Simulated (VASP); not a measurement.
# Si3Ge4S14 in VASP: further runs, part 2 of 3

VASP 6.6.1.

**3. Single point, PBE+D3(BJ)**

File INCAR:

```
SYSTEM = Si3Ge4S14
PREC = Accurate
ENCUT = 410
EDIFF = 1E-6
ISMEAR = -1
SIGMA = 0.062
LREAL = Auto
LASPH = .True.
NELM = 120
ALGO = Normal
ISIF = 2
LWAVE = .False.
LCHARG = .False.
GGA = PE
IVDW = 12
ISYM = -1
NBANDS = 92
GGA_COMPAT = .False.
```

File KPOINTS:

```
explicit points
1
Reciprocal
  0.25000000   0.25000000   0.25000000 1
```

File POSCAR:

```
Si3Ge4S14
1.0
    8.0188790000      0.2111490000     -0.3179740000
    0.2111490000      8.0318190000     -0.0335780000
   -0.3179740000     -0.0335780000      8.3953550000
Si S Ge
3 14 4
Direct
    0.7288405858      0.5093319887      0.6602628127
    0.0462335330      0.7743320256      0.9060348946
    0.1899606591      0.3823365801      0.1563289043
    0.5671318939      0.8992539576      0.2475535991
    0.7415031222      0.4985265298      0.9252932410
    0.1423973113      0.2996022096      0.9221147510
    0.7991224575      0.8598655833      0.1794519387
    0.2189888038      0.6307165697      0.2072367335
    0.4793601820      0.4326653457      0.6026912634
    0.5471343171      0.0996438119      0.8104391449
    0.6839275825      0.3293974221      0.2457888554
    0.2020309175      0.2246348225      0.3449241118
    0.7804375495      0.0898252171      0.7142621129
    0.3566761427      0.0828508720      0.6479545780
    0.2788395892      0.7219124203      0.7808563324
    0.8662210230      0.8236146221      0.6569561496
    0.9229890133      0.5078804877      0.5164500035
    0.5249765800      0.1560450574      0.3829571929
    0.3591275103      0.7816598397      0.5216739239
    0.8899617770      0.1255221897      0.1398846732
    0.4649367847      0.4583563239      0.9315613810
```

Potentials or basis: VASP PAW PBE potentials, release 64 (Si, S, Ge_d).

The run is started by

```
$ cat potpaw_PBE.64/Si/POTCAR potpaw_PBE.64/S/POTCAR potpaw_PBE.64/Ge_d/POTCAR > POTCAR
$ mpirun -np 1 vasp_std > vasp.out
```

OUTCAR:

```text
SYSTEM = Si3Ge4S14
   PREC = Accurate
   ENCUT = 410
   EDIFF = 1E-6
   ISMEAR = -1
   LREAL = Auto
   LASPH = .True.
   NELM = 120
   ISIF = 2
   GGA = PE
   IVDW = 12
   ISYM = -1
 IVDW          = 12

 ion  position               nearest neighbor table
   1  0.729  0.509  0.660-  17 2.04   9 2.14   5 2.22  16 2.81
   2  0.046  0.774  0.906-  15 2.23  16 2.47
   3  0.190  0.382  0.156-  12 2.03   8 2.06   6 2.08
   4  0.567  0.899  0.248-   7 2.00  18 2.37
   5  0.742  0.499  0.925-   1 2.22  21 2.27
   6  0.142  0.300  0.922-   3 2.08
   7  0.799  0.860  0.179-   4 2.00  20 2.33
   8  0.219  0.631  0.207-   3 2.06
   9  0.479  0.433  0.603-   1 2.14  21 2.78
  10  0.547  0.100  0.810-  14 1.98  13 2.09
  11  0.684  0.329  0.246-  18 2.31  20 2.48
  12  0.202  0.225  0.345-   3 2.03  18 2.62
  13  0.780  0.090  0.714-  10 2.09  16 2.27
  14  0.357  0.083  0.648-  10 1.98  19 2.63  18 2.78
  15  0.279  0.722  0.781-   2 2.23  19 2.38  21 2.78
  16  0.866  0.824  0.657-  13 2.27   2 2.47   1 2.81
  17  0.923  0.508  0.516-   1 2.04
  18  0.525  0.156  0.383-  11 2.31   4 2.37  12 2.62  14 2.78
  19  0.359  0.782  0.522-  15 2.38  14 2.63
  20  0.890  0.126  0.140-   7 2.33  11 2.48
  21  0.465  0.458  0.932-   5 2.27   9 2.78  15 2.78

IMPORTANT INFORMATION: All symmetrisations will be switched off!
NOSYMM: (Re-)initialisation of all symmetry stuff for point group C_1.

----------------------------------------------------------------------------------------

                                     Primitive cell

  volume of cell :     539.5219

  direct lattice vectors                    reciprocal lattice vectors
     8.018879000  0.211149000 -0.317974000     0.124978888 -0.003265843  0.004720512
     0.211149000  8.031819000 -0.033578000    -0.003265843  0.124592220  0.000374624
    -0.317974000 -0.033578000  8.395355000     0.004720512  0.000374624  0.119293774

  length of vectors
     8.027958133  8.034664139  8.401441574     0.125110637  0.124635578  0.119387721

  position of ions in fractional coordinates (direct lattice)
     0.728840586  0.509331989  0.660262813
     0.046233533  0.774332026  0.906034895
     0.189960659  0.382336580  0.156328904
     0.567131894  0.899253958  0.247553599
     0.741503122  0.498526530  0.925293241
     0.142397311  0.299602210  0.922114751
[... 13 lines left out ...]
     0.889961777  0.125522190  0.139884673
     0.464936785  0.458356324  0.931561381

  ion indices of the primitive-cell ions
   primitive index   ion index
                 1           1
                 2           2
                 3           3
                 4           4
                 5           5
                 6           6
[... 13 lines left out ...]
                20          20
                21          21

----------------------------------------------------------------------------------------

 KPOINTS: explicit points

Read explicit list of k-points.

 Found      1 k-points:

 Following reciprocal coordinates:
            Coordinates               Weight
  0.250000  0.250000  0.250000      1.000000
   k-points           NKPTS =      1   k-points in BZ     NKDIM =      1   number of bands    NBANDS=     92
   number of dos      NEDOS =    301   number of ions     NIONS =     21
   total plane-waves  NPLWV = 163296
   dimension x,y,z NGX =    54 NGY =   54 NGZ =   56
   dimension x,y,z NGXF=   108 NGYF=  108 NGZF=  112
   ions per type =               3  14   4
   NGX,Y,Z   is equivalent  to a cutoff of  11.18, 11.17, 11.08 a.u.
   NGXF,Y,Z  is equivalent  to a cutoff of  22.37, 22.35, 22.16 a.u.
 SYSTEM =  Si3Ge4S14
   PREC   = accura    normal or accurate (medium, high low for compatibility)
   ISTART =      0    job   : 0-new  1-cont  2-samecut
   ICHARG =      2    charge: 1-file 2-atom 10-const
   ISPIN  =      1    spin polarized calculation?
   LNONCOLLINEAR =      F non collinear calculations
   LSORBIT =      F    spin-orbit coupling
   LASPH  =      T    aspherical Exc in radial PAW
   ENCUT  =  410.0 eV  30.13 Ry    5.49 a.u.  13.25 13.27 13.87*2*pi/ulx,y,z
   NELM   =    120;   NELMIN=  2; NELMDL= -5     # of ELM steps
   EDIFF  = 0.1E-05   stopping-criterion for ELM
   LREAL  =      T    real-space projection
   EDIFFG = 0.1E-04   stopping-criterion for IOM
   NSW    =      0    number of steps for IOM
   IBRION =     -1    ionic relax: 0-MD 1-quasi-New 2-CG
   NFREE  =      0    steps in history (QN), initial steepest desc. (CG)
   ISIF   =      2    stress and relaxation
   ISYM   =     -1    0-nonsym 1-usesym 2-fastsym
   POTIM  = 0.5000    time-step for ionic-motion
   TEBEG  =    0.0;   TEEND  =   0.0 temperature during run
   PSTRESS=    0.0 pullay stress
   NELECT =     152.0000    total number of electrons
   NUPDOWN=      -1.0000    fix difference up-down
   EMIN   =  10.00;   EMAX   =-10.00  energy-range for DOS
   EFERMI =   0.00;   METHOD = LEGACY
   ISMEAR =    -1;   SIGMA  =   0.06  broadening in eV -4-tet -1-fermi 0-gaus
   EFERMI_NEDOS =   21; number of points for ismear=-14 and -15
   IALGO  =     38    algorithm
   IMIX   =      4    mixing-type and parameters
     AMIX     =   0.40;   BMIX     =  1.00
     AMIX_MAG =   1.60;   BMIX_MAG =  1.00
  volume/ion in A,a.u.               =      25.69       173.37
  Fermi-wavevector in a.u.,A,eV,Ry     =   1.073214  2.028080 15.671032  1.151788
  Thomas-Fermi vector in A             =   2.209007
   LORBIT       =      0    0 simple, 1 ext, 2 COOP (PROOUT), +10 PAW based schemes
   GGA     = PE    functional components
   LHFCALC =     F    Hartree Fock is set to
   AEXX    =    0.0000 exact exchange contribution
   IVDW    =    12    specifies the selected vdW correction
   LEPSILON=     F    determine dielectric tensor
   LRPA    =     F    only Hartree local field effects (RPA)
 non-spin polarized calculation
  energy-cutoff  :      410.00
  volume of cell :      539.52
 maximum number of plane-waves:     10155
 NGX is ok and might be reduce to    54
   NGX = 27   NGY = 27   NGZ = 27

 number of electron     151.9999945 magnetization

 Free energy of the ion-electron system (eV)
  ---------------------------------------------------
  ext. energy  EPLUGINS =         0.00000000
  ---------------------------------------------------
  free energy    TOTEN  =       -90.87219366 eV

  energy without entropy =      -90.82777239  energy(sigma->0) =      -90.84998303

 E-fermi :   2.7672     XC(G=0):  -8.4909

 val. band max:        2.5698761637   @ k =   0.2500   0.2500   0.2500
 cond. band min:       2.9610009639   @ k =   0.2500   0.2500   0.2500
 fundamental gap:      0.3911248001
 Fermi energy:         2.7672304249

 k-point     1 :       0.2500    0.2500    0.2500
  band No.  band energies     occupation
      1     -22.3415      2.00000
      2     -22.3306      2.00000
      3     -22.3261      2.00000
      4     -22.3125      2.00000
      5     -22.2937      2.00000
      6     -22.2798      2.00000
[... 80 lines left out ...]
     87       5.6211      0.00000
     88       5.7469      0.00000
 [bands above 88 left out]

------------------------ aborting loop because EDIFF is reached ----------------------------------------

 Edisp (eV)   -5.32453

 E8    (eV) :    -2.0440

  FORCE on cell =-STRESS in cart. coord.  units (eV):
  Direction    XX          YY          ZZ          XY          YZ          ZX
  --------------------------------------------------------------------------------------
  -------------------------------------------------------------------------------------
  Total      -5.72927    -4.50366    -8.39320     3.18962    -3.85925     1.83175
  in kB     -17.01379   -13.37417   -24.92465     9.47196   -11.46052     5.43961
  external pressure =      -18.44 kB  Pullay stress =        0.00 kB

 VOLUME and BASIS-vectors are now :
 -----------------------------------------------------------------------------
  energy-cutoff  :      410.00
  volume of cell :      539.52
      direct lattice vectors                 reciprocal lattice vectors
     8.018879000  0.211149000 -0.317974000     0.124978888 -0.003265843  0.004720512
     0.211149000  8.031819000 -0.033578000    -0.003265843  0.124592220  0.000374624
    -0.317974000 -0.033578000  8.395355000     0.004720512  0.000374624  0.119293774

 POSITION                                       TOTAL-FORCE (eV/Angst)
 -----------------------------------------------------------------------------------
      5.74208      4.22259      5.29429         0.248700     -0.276711      0.757365
      0.24615      6.19863      7.56578         0.042871      0.135461     -0.902290
      1.55429      3.10572      1.23920        -0.245507      0.721398     -1.173163
      4.65892      7.33408      1.86777        -0.998073     -0.272098      0.427378
      5.75707      4.12957      7.51565         1.578649      0.796702     -1.501267
      0.91192      2.40546      7.68614        -0.099140     -0.078855      0.886560
[... 13 lines left out ...]
      7.11852      1.19139      0.88718        -0.098039      0.767019     -0.144007
      3.52884      3.74833      7.65756        -0.741831     -0.033145     -0.492241
 -----------------------------------------------------------------------------------
    total drift:                                0.000215      0.000421      0.003340

  FREE ENERGIE OF THE ION-ELECTRON SYSTEM (eV)
  ---------------------------------------------------
  free  energy   TOTEN  =       -96.1967193595 eV

  energy  without entropy=      -96.1522980935  energy(sigma->0) =      -96.17450873
```

Wall time 83 s (1 thread of Intel Xeon Platinum 8488C (Sapphire Rapids), shared host); peak memory 0.37 GiB.

Results:

| Property | Result |
| --- | --- |
| Free energy | -96.1967 eV |
| Pressure | -1.8 GPa |
| Largest force | 2.320 eV/Å |
| Dispersion energy per atom | -0.254 eV |

Forces on the atoms (eV/Å):
```
Si   0.249 -0.277  0.757
Si   0.043  0.135 -0.902
Si  -0.246  0.721 -1.173
S   -0.998 -0.272  0.427
S    1.579  0.797 -1.501
S   -0.099 -0.079  0.887
S    0.475  0.162 -0.112
S    0.012 -0.341 -0.400
S    0.938  1.121  0.018
S    1.086 -0.400  1.185
S   -0.090 -1.247 -0.253
S    0.225 -0.960  0.405
S   -0.423 -0.440 -0.001
S   -0.202 -0.094 -1.064
S   -0.627 -0.072  0.954
S   -0.295  0.394  0.282
S   -0.537  0.036  0.883
Ge  -0.280  0.566  0.106
Ge   0.030 -0.482  0.140
Ge  -0.098  0.767 -0.144
Ge  -0.742 -0.033 -0.492
```

Stress tensor (GPa, compression positive):
```
-1.70  0.95  0.54
 0.95 -1.34 -1.15
 0.54 -1.15 -2.49
```

Caveat: the atoms stand as in a frame of molecular dynamics.

**4. Single point, PBE+D3(BJ)**

File INCAR:

```
SYSTEM = Si3Ge4S14
ALGO = Normal
EDIFF = 1E-6
ENCUT = 410
GGA = PE
GGA_COMPAT = .FALSE.
ISIF = 2
ISMEAR = -1
ISYM = -1
IVDW = 12
LASPH = .TRUE.
LCHARG = .TRUE.
LELF = .TRUE.
LREAL = Auto
LVHAR = .TRUE.
LWAVE = .FALSE.
NBANDS = 92
NELM = 120
PREC = Accurate
SIGMA = 0.062
```

KPOINTS is that of step 3.

File POSCAR:

```
Si3Ge4S14
1.0
    8.0188790000      0.2111490000     -0.3179740000
    0.2111490000      8.0318190000     -0.0335780000
   -0.3179740000     -0.0335780000      8.3953550000
Si S Ge
3 14 4
Direct
    0.7293966750      0.5037187903      0.6628604803
    0.0451633087      0.7641105492      0.9045748586
    0.1560100718      0.3747733257      0.1534304726
    0.5675301977      0.8863106674      0.2636932431
    0.7718637720      0.5211173041      0.9072049589
    0.1798643997      0.2807804557      0.9233125042
    0.8218500488      0.8603779257      0.1917799447
    0.2467591174      0.6133858584      0.1720213444
    0.4823279353      0.4533945358      0.6032196166
    0.5765274419      0.0753563284      0.8144792033
    0.6918811140      0.2873815733      0.2401211031
    0.1902374903      0.2094469373      0.3459808888
    0.7872434962      0.0619142305      0.6916900976
    0.3548394556      0.0731360967      0.6604290688
    0.2920880734      0.7179059456      0.8041193325
    0.8826031989      0.8214569125      0.6545065396
    0.9402636561      0.4964873135      0.5382681789
    0.5255628058      0.1460945809      0.3706978289
    0.3574334911      0.7777603876      0.5269337860
    0.8834502889      0.1319025733      0.1349168971
    0.4566857543      0.4777778477      0.9230727016
```

Potentials or basis: VASP PAW PBE potentials, release 64 (Si, S, Ge_d).

The run is started by

```
$ cat potpaw_PBE.64/Si/POTCAR potpaw_PBE.64/S/POTCAR potpaw_PBE.64/Ge_d/POTCAR > POTCAR
$ mpirun -np 1 vasp_std > vasp.out
```

OUTCAR:

```text
SYSTEM = Si3Ge4S14
   EDIFF = 1E-6
   ENCUT = 410
   GGA = PE
   ISIF = 2
   ISMEAR = -1
   ISYM = -1
   IVDW = 12
   LASPH = .TRUE.
   LREAL = Auto
   NELM = 120
   PREC = Accurate
 IVDW          = 12

 ion  position               nearest neighbor table
   1  0.729  0.504  0.663-  17 2.06   5 2.06   9 2.07  16 2.90
   2  0.045  0.764  0.905-  15 2.23  16 2.42   8 2.90
   3  0.156  0.375  0.153-   8 2.09   6 2.09  12 2.09  20 3.00
   4  0.568  0.886  0.264-   7 2.17  18 2.28
   5  0.772  0.521  0.907-   1 2.06  21 2.59
   6  0.180  0.281  0.923-   3 2.09  21 2.80
   7  0.822  0.860  0.192-   4 2.17  20 2.32
   8  0.247  0.613  0.172-   3 2.09   2 2.90
   9  0.482  0.453  0.603-   1 2.07  21 2.72  19 2.80
  10  0.577  0.075  0.814-  13 2.05  14 2.12
  11  0.692  0.287  0.240-  18 2.16  20 2.17
  12  0.190  0.209  0.346-   3 2.09  18 2.71
  13  0.787  0.062  0.692-  10 2.05  16 2.07
  14  0.355  0.073  0.660-  10 2.12  19 2.62
  15  0.292  0.718  0.804-   2 2.23  21 2.46  19 2.48
  16  0.883  0.821  0.655-  13 2.07   2 2.42   1 2.90
  17  0.940  0.496  0.538-   1 2.06
  18  0.526  0.146  0.371-  11 2.16   4 2.28  12 2.71
  19  0.357  0.778  0.527-  15 2.48  14 2.62   9 2.80
[... 152 lines left out ...]
  band No.  band energies     occupation
      1     -22.4581      2.00000
      2     -22.4367      2.00000
      3     -22.4153      2.00000
      4     -22.3557      2.00000
      5     -22.3548      2.00000
      6     -22.3453      2.00000
[... 80 lines left out ...]
     87       5.6362      0.00000
     88       5.8129      0.00000
 [bands above 88 left out]

------------------------ aborting loop because EDIFF is reached ----------------------------------------

 Edisp (eV)   -5.27471

 E8    (eV) :    -2.0226

  FORCE on cell =-STRESS in cart. coord.  units (eV):
  Direction    XX          YY          ZZ          XY          YZ          ZX
  --------------------------------------------------------------------------------------
  -------------------------------------------------------------------------------------
  Total     -10.63179     0.90842    -3.64682    -0.48502    -0.69908    -1.56542
  in kB     -31.57243     2.69766   -10.82970    -1.44034    -2.07602    -4.64870
  external pressure =      -13.23 kB  Pullay stress =        0.00 kB

 VOLUME and BASIS-vectors are now :
 -----------------------------------------------------------------------------
  energy-cutoff  :      410.00
  volume of cell :      539.52
      direct lattice vectors                 reciprocal lattice vectors
     8.018879000  0.211149000 -0.317974000     0.124978888 -0.003265843  0.004720512
     0.211149000  8.031819000 -0.033578000    -0.003265843  0.124592220  0.000374624
    -0.317974000 -0.033578000  8.395355000     0.004720512  0.000374624  0.119293774

 POSITION                                       TOTAL-FORCE (eV/Angst)
 -----------------------------------------------------------------------------------
      5.74453      4.17753      5.31611         1.826607     -0.145273     -0.531406
      0.23587      6.11636      7.55421        -0.347584     -0.115663     -0.247226
      1.28137      3.03790      1.22591         1.196092      0.071060     -0.641821
      4.65425      7.22967      2.00358         0.867564     -0.584539     -0.023549
      6.01105      4.31804      7.35338         0.460189      0.451988      0.468884
      1.20801      2.26215      7.68492        -0.319264     -0.059539      0.517571
[... 13 lines left out ...]
      7.06923      1.24143      0.84733         0.796962     -0.940075     -0.656380
      3.46948      3.90286      7.58827        -0.633659     -0.384703      0.232232
 -----------------------------------------------------------------------------------
    total drift:                               -0.001951      0.000385      0.003558

  FREE ENERGIE OF THE ION-ELECTRON SYSTEM (eV)
  ---------------------------------------------------
  free  energy   TOTEN  =       -96.7864176337 eV

  energy  without entropy=      -96.7545906116  energy(sigma->0) =      -96.77050412
```

stdout:

```text
POSCAR found type information on POSCAR SiS Ge
 POSCAR found :  3 types and      21 ions
 scaLAPACK will be used
 LDA part: xc-table for (Slater+PW92), standard interpolation
 POSCAR, INCAR and KPOINTS ok, starting setup
 FFT: planning ... GRIDC
 FFT: planning ... GRID_SOFT
 FFT: planning ... GRID
 WAVECAR not read
 entering main loop
```

Run time: 84 s. Hardware: 1 thread of Intel Xeon Platinum 8488C (Sapphire Rapids), shared host; peak memory 0.37 GiB.

What came out:

| Property | Result |
| --- | --- |
| Free energy | -96.7864 eV |
| Pressure | -1.3 GPa |
| Largest force | 1.908 eV/Å |
| Dispersion energy per atom | -0.251 eV |

Forces in eV/Å, atoms in the order of the input:
```
Si   1.827 -0.145 -0.531
Si  -0.348 -0.116 -0.247
Si   1.196  0.071 -0.642
S    0.868 -0.585 -0.024
S    0.460  0.452  0.469
S   -0.319 -0.060  0.518
S   -0.971  0.383  0.004
S   -0.413 -0.347  0.258
S    0.267  0.199 -0.411
S   -0.436 -0.169  0.115
S   -0.356  1.384 -0.080
S    0.006  0.028 -0.260
S   -0.032  0.961  0.132
S    1.024 -0.265 -0.348
S   -0.614  0.405  0.010
S    0.099 -0.030 -0.069
S   -0.851 -0.398  0.271
Ge  -1.161 -0.481  0.901
Ge  -0.409  0.037  0.358
Ge   0.797 -0.940 -0.656
Ge  -0.634 -0.385  0.232
```

Stress tensor (GPa, compression positive):
```
-3.16 -0.14 -0.46
-0.14  0.27 -0.21
-0.46 -0.21 -1.08
```

Caveat: the atoms stand as in a frame of molecular dynamics.

(Part 2 of 3 ends here.)
